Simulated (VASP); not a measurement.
**AlNi: electric field gradients with PBE**

The system is AlNi.

```
Al Ni
1.0
     2.88100    0.04322    0.04322
     0.04322    2.88100    0.04322
     0.04322    0.04322    2.88100
Al Ni
1 1
Direct
  0.00000 0.00000 0.00000
  0.50000 0.50000 0.50000
```

This cell differs from its parent crystal: equal xy, yz and zx shear strains of +3 %.

```
Program                : VASP 6.6.1
Task                   : electric field gradients
Functional             : PBE
Potentials or basis    : VASP PAW PBE potentials, release 64 (Al, Ni)
Cutoff                 : 520 eV
k mesh                 : 13 × 13 × 13
Occupations            : fermi-dirac, width 0.05 eV
Spin                   : collinear spin, ferromagnetic start
Starting moments       : [0.0, 1.5] μB
Dipole correction      : no
Further INCAR settings : ALGO = Normal; EDIFF = 1e-08; NBANDS = 18
```

```
Pressure                                              : 2.5 GPa
Net moment                                            : 0.00 μB per cell
Largest electric field gradient by atom               : Al +7.6; Ni +8.4 V/Å²
Valence electrons inside the program's atomic spheres : Al 0.80; Ni 9.47
```

Stress tensor (GPa, compression positive):
```
 2.47 -3.46 -3.46
-3.46  2.47 -3.46
-3.46 -3.46  2.47
```

Levels at points of the mesh, in eV from the Fermi level:
Spin up:
```csv
k point,band 2,band 3,band 4,band 5,band 6,band 7,band 8,band 9,band 10,band 11
"(0.00, 0.00, 0.00)",-3.22,-3.22,-1.58,-1.58,-1.47,5.43,5.43,5.73,8.15,8.15
```
Spin down:
```tsv
k point	band 3	band 4	band 5	band 6	band 7	band 8	band 9	band 10
(0.00, 0.00, 0.00)	-3.22	-1.58	-1.58	-1.47	5.43	5.43	5.73	8.15
```

Electric field gradients, principal values (V/Å²):
| atom | least | middle | greatest (by size) |
| --- | --- | --- | --- |
| 1 Al | -3.803 | -3.803 | 7.606 |
| 2 Ni | -4.198 | -4.198 | 8.396 |

Run time: 75 s on 1 thread of Intel(R) Xeon(R) Platinum 8559C (Emerald Rapids), with other jobs on the host, peak memory 0.26 GiB.

Caveat: the cell differs from its parent crystal (equal xy, yz and zx shear strains of +3 %); without QUAD_EFG the Cq values of the log hold for a quadrupole moment of 1 mb, not for the nuclei.
